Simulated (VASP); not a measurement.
# Ti (Pm) in VASP: single point with PBEsol

Aim: the single point of Ti with PBEsol.

Everything below comes from runs of VASP 6.6.1. Logs are shortened: lines on timing, memory, paths and dates and some standing lists are left out, and cuts for length are marked.

### 1 The cell of the first run

The structure is monoclinic, space group Pm (No. 6). The conventional cell has a = 4.515 Å, b = 2.799 Å, c = 4.515 Å, α = 90.00°, β = 120.00°, γ = 90.00°. Within 3.7 Å of Ti (site symmetry m) lie 14 Ti at 2.79 to 3.14 Å. Ti (site symmetry m) has 11 Ti at 2.61 to 3.14 Å within 3.4 Å. Within 3.4 Å of Ti (site symmetry m) lie 11 Ti at 2.61 to 3.13 Å.

### 2 Single point, PBEsol (atom 1 (Ti) moved by (-0.100, -0.200) A along x and y)

INCAR reads:

```
SYSTEM = Ti
ALGO = Fast
EDIFF = 1E-6
ENCUT = 520
GGA = PS
ISIF = 2
ISMEAR = 0
LASPH = .TRUE.
LCHARG = .FALSE.
LREAL = .FALSE.
LWAVE = .FALSE.
NBANDS = 25
NELM = 80
PREC = Accurate
SIGMA = 0.15
```

KPOINTS reads:

```
k-points
0
G
  12 12 18
  0 0 0
```

POSCAR reads:

```
Ti
1.0
    4.5152900637      0.0000000000      0.0000000000
   -2.2576450318      3.9103559006      0.0000000000
    0.0000000000      0.0000000000      2.7987936544
Ti
3
Direct
   -0.0477200912     -0.0511462396      0.0000000000
    0.3333333333      0.6666666667      0.5000000000
    0.6666666667      0.3333333333      0.5000000000
```

Potentials or basis: VASP PAW PBE potentials, release 64 (Ti_sv).

Command:

```sh
> cat potpaw_PBE.64/Ti_sv/POTCAR > POTCAR
> mpirun -np 1 vasp_std > vasp.out
```

OUTCAR:

```text
SYSTEM = Ti
   EDIFF = 1E-6
   ENCUT = 520
   GGA = PS
   ISIF = 2
   ISMEAR = 0
   LASPH = .TRUE.
   LREAL = .FALSE.
   NELM = 80
   PREC = Accurate

 ion  position               nearest neighbor table
   1  0.952  0.949  0.000-   3 2.79   3 2.79   2 2.80   2 2.80
   2  0.333  0.667  0.500-   3 2.61   3 2.61   3 2.61   1 2.80   1 2.80
   3  0.667  0.333  0.500-   2 2.61   2 2.61   2 2.61   1 2.79   1 2.79

  LATTYP: Found a hexagonal cell.
 ALAT       =     4.5152900637
 C/A-ratio  =     0.6198480308

  Lattice vectors:

 A1 = (   4.5152900637,   0.0000000000,   0.0000000000)
 A2 = (  -2.2576450318,   3.9103559006,   0.0000000000)
 A3 = (   0.0000000000,   0.0000000000,   2.7987936544)

Analysis of symmetry for initial positions (statically):
=====================================================================
 Subroutine PRICEL returns:
 Original cell was already a primitive cell.

 Routine SETGRP: Setting up the symmetry group for a
 hexagonal supercell.

 Subroutine GETGRP returns: Found  2 space group operations
 (whereof  2 operations were pure point group operations)
 out of a pool of 24 trial point group operations.

The static configuration has the point symmetry C_1h.

Analysis of symmetry for dynamics (positions and initial velocities):
=====================================================================
 Subroutine PRICEL returns:
 Original cell was already a primitive cell.

 Routine SETGRP: Setting up the symmetry group for a
 hexagonal supercell.

 Subroutine GETGRP returns: Found  2 space group operations
 (whereof  2 operations were pure point group operations)
 out of a pool of 24 trial point group operations.

The dynamic configuration has the point symmetry C_1h.

 Subroutine INISYM returns: Found  2 space group operations
 (whereof  2 operations are pure point group operations),
 and found     1 'primitive' translations

----------------------------------------------------------------------------------------

                                     Primitive cell

  volume of cell :      49.4166

  direct lattice vectors                    reciprocal lattice vectors
     4.515290064  0.000000000  0.000000000     0.221469714  0.127865599  0.000000000
    -2.257645032  3.910355901  0.000000000     0.000000000  0.255731198  0.000000000
     0.000000000  0.000000000  2.798793654     0.000000000  0.000000000  0.357296794

  length of vectors
[... 70 lines left out ...]
   dimension x,y,z NGXF=    72 NGYF=   72 NGZF=   48
   ions per type =               3
   NGX,Y,Z   is equivalent  to a cutoff of  13.25, 13.25, 14.26 a.u.
   NGXF,Y,Z  is equivalent  to a cutoff of  26.51, 26.51, 28.51 a.u.
 SYSTEM =  Ti
   PREC   = accura    normal or accurate (medium, high low for compatibility)
   ISTART =      0    job   : 0-new  1-cont  2-samecut
   ICHARG =      2    charge: 1-file 2-atom 10-const
   ISPIN  =      1    spin polarized calculation?
   LNONCOLLINEAR =      F non collinear calculations
   LSORBIT =      F    spin-orbit coupling
   LASPH  =      T    aspherical Exc in radial PAW
   ENCUT  =  520.0 eV  38.22 Ry    6.18 a.u.   8.40  8.40  5.20*2*pi/ulx,y,z
   NELM   =     80;   NELMIN=  2; NELMDL= -5     # of ELM steps
   EDIFF  = 0.1E-05   stopping-criterion for ELM
   LREAL  =      F    real-space projection
[... 7 lines left out ...]
   TEBEG  =    0.0;   TEEND  =   0.0 temperature during run
   PSTRESS=    0.0 pullay stress
   NELECT =      36.0000    total number of electrons
   NUPDOWN=      -1.0000    fix difference up-down
   EMIN   =  10.00;   EMAX   =-10.00  energy-range for DOS
   EFERMI =   0.00;   METHOD = LEGACY
   ISMEAR =     0;   SIGMA  =   0.15  broadening in eV -4-tet -1-fermi 0-gaus
   EFERMI_NEDOS =   21; number of points for ismear=-14 and -15
   IALGO  =     68    algorithm
   IMIX   =      4    mixing-type and parameters
     AMIX     =   0.40;   BMIX     =  1.00
     AMIX_MAG =   1.60;   BMIX_MAG =  1.00
  volume/ion in A,a.u.               =      16.47       111.16
  Fermi-wavevector in a.u.,A,eV,Ry     =   1.473052  2.783665 29.523037  2.169882
  Thomas-Fermi vector in A             =   2.587992
   LORBIT       =      0    0 simple, 1 ext, 2 COOP (PROOUT), +10 PAW based schemes
   GGA     = PS    functional components
   LHFCALC =     F    Hartree Fock is set to
   AEXX    =    0.0000 exact exchange contribution
   IVDW    =     0    specifies the selected vdW correction
   LEPSILON=     F    determine dielectric tensor
   LRPA    =     F    only Hartree local field effects (RPA)
 non-spin polarized calculation
 RMM-DIIS sequential band-by-band and
 Gauss-broadening in eV      SIGMA  =   0.15
  energy-cutoff  :      520.00
  volume of cell :       49.42
 maximum number of plane-waves:      1366
 NGX is ok and might be reduce to    36
   NGX = 17   NGY = 17   NGZ = 11

 number of electron      36.0000002 magnetization

 Free energy of the ion-electron system (eV)
  ---------------------------------------------------
  ext. energy  EPLUGINS =         0.00000000
  ---------------------------------------------------
  free energy    TOTEN  =       -24.97516787 eV

  energy without entropy =      -24.94635956  energy(sigma->0) =      -24.96076372

 E-fermi :   8.6499     XC(G=0): -11.8770

 val. band max:        8.6490561551   @ k =   0.5000  -0.1667  -0.2778
 cond. band min:       8.6506917490   @ k =   0.4167   0.3333   0.0556
 fundamental gap:      0.0016355939
 Fermi energy:         8.6499372586

 k-point     1 :       0.0000    0.0000    0.0000
  band No.  band energies     occupation
      1     -47.8828      2.00000
      2     -47.6568      2.00000
      3     -47.4812      2.00000
      4     -24.4019      2.00000
      5     -24.3949      2.00000
      6     -24.2021      2.00000
[... 661 lines left out ...]
     24      10.5040      0.00000
     25      11.1308      0.00000

 [... further k-points ...]
[... 5 lines left out ...]
  --------------------------------------------------------------------------------------
  -------------------------------------------------------------------------------------
  Total        0.4011794      0.6322692     -0.0250984      0.1434671      0.0000000      0.0000000
  in kB       13.0069781     20.4993342     -0.8137357      4.6514700      0.0000000      0.0000000
  external PRESSURE =      10.8975255 kB  Pullay stress =       0.0000000 kB

 VOLUME and BASIS-vectors are now :
 -----------------------------------------------------------------------------
  energy-cutoff  :      520.00
  volume of cell :       49.42
      direct lattice vectors                 reciprocal lattice vectors
     4.515290064  0.000000000  0.000000000     0.221469714  0.127865599  0.000000000
    -2.257645032  3.910355901  0.000000000     0.000000000  0.255731198  0.000000000
     0.000000000  0.000000000  2.798793654     0.000000000  0.000000000  0.357296794

 POSITION                                       TOTAL-FORCE (eV/Angst)
 -----------------------------------------------------------------------------------
      2.15765      3.71036      0.00000         0.433877      0.869509      0.000000
     -0.00000      2.60690      1.39940        -0.351389     -0.332863      0.000000
      2.25765      1.30345      1.39940        -0.082488     -0.536646      0.000000
 -----------------------------------------------------------------------------------
    total drift:                                0.000506      0.001092      0.000000

  FREE ENERGIE OF THE ION-ELECTRON SYSTEM (eV)
  ---------------------------------------------------
  free  energy   TOTEN  =       -24.9751678713 eV

  energy  without entropy=      -24.9463595638  energy(sigma->0) =      -24.96076372
```

OSZICAR:

```text
N       E                     dE             d eps       ncg     rms          rms(c)
DAV:   1     0.423062202716E+03    0.42306E+03   -0.17925E+04 37040   0.178E+03
DAV:   2     0.227165255313E+02   -0.40035E+03   -0.39330E+03 37342   0.519E+02
DAV:   3    -0.244538333264E+02   -0.47170E+02   -0.46063E+02 68880   0.148E+02
[... 40 lines left out ...]
RMM:  44    -0.249751670149E+02   -0.55655E-06   -0.14881E-05 33506   0.150E-02    0.140E-02
RMM:  45    -0.249751673916E+02   -0.37662E-06   -0.12656E-05 31126   0.144E-02    0.147E-02
RMM:  46    -0.249751676690E+02   -0.27747E-06   -0.12040E-05 36651   0.157E-02    0.122E-02
RMM:  47    -0.249751678080E+02   -0.13895E-06   -0.11780E-05 38255   0.152E-02    0.781E-03
RMM:  48    -0.249751678713E+02   -0.63357E-07   -0.97885E-06 33472   0.139E-02
   1 F= -.24975168E+02 E0= -.24960764E+02  d E =-.288083E-01
```

stdout:

```text
POSCAR found type information on POSCAR Ti
 POSCAR found :  1 types and       3 ions
 scaLAPACK will be used
 -----------------------------------------------------------------------------
|                                                                             |
|                                                                             |
[... 109 lines left out ...]
WARNING in EDDRMM: call to ZHEGV failed, returncode =   6  3     12
WARNING in EDDRMM: call to ZHEGV failed, returncode =   6  3     20
WARNING in EDDRMM: call to ZHEGV failed, returncode =   8  4     11
WARNING in EDDRMM: call to ZHEGV failed, returncode =   8  4     12
WARNING in EDDRMM: call to ZHEGV failed, returncode =   8  4     20
WARNING in EDDRMM: call to ZHEGV failed, returncode =   8  4     23
WARNING in EDDRMM: call to ZHEGV failed, returncode =   8  4      8
WARNING in EDDRMM: call to ZHEGV f
```

Run time: 68 min. Hardware: 1 thread of Intel Xeon Platinum 8488C (Sapphire Rapids), shared host; peak memory 0.74 GiB.

What came out:

| Quantity | Value |
| --- | --- |
| Free energy | -24.9752 eV |
| Pressure | 1.1 GPa |
| Largest force | 0.972 eV/Å |
| Band gap on the k mesh | zero (bands 18 and 19 overlap by 0.33 eV) |

Forces in eV/Å, atoms in the order of the input:
```
Ti   0.434  0.870  0.000
Ti  -0.351 -0.333  0.000
Ti  -0.082 -0.537  0.000
```

Levels at points of the mesh, in eV from the Fermi level:
```
           k point  band 15  band 16  band 17  band 18  band 19  band 20  band 21  band 22
(0.00, 0.00, 0.00)    -0.82    -0.80    -0.54    -0.53     0.03     0.86     1.34     1.47
(0.50, 0.00, 0.00)    -2.71    -0.77    -0.54    -0.21     0.29     0.68     1.00     1.25
(0.00, 0.50, 0.00)    -2.70    -0.77    -0.58    -0.19     0.33     0.67     1.00     1.26
(0.50, 0.50, 0.00)    -2.73    -0.73    -0.42    -0.25     0.12     0.60     1.00     1.25
(0.00, 0.00, 0.50)    -2.19    -1.70    -1.68    -1.65     1.10     1.11     1.28     1.29
(0.50, 0.00, 0.50)    -1.82    -1.24    -0.71    -0.60     0.43     0.89     0.97     1.06
(0.00, 0.50, 0.50)    -1.83    -1.22    -0.71    -0.61     0.45     0.88     0.97     1.03
(0.50, 0.50, 0.50)    -1.81    -1.37    -0.71    -0.57     0.33     0.98     1.02     1.25
```

Caveat: the cell differs from its parent crystal (atom 1 (Ti) moved by (-0.100, -0.200) A along x and y); the PAW data sets were made with another functional, which shifts forces and pressure a little.
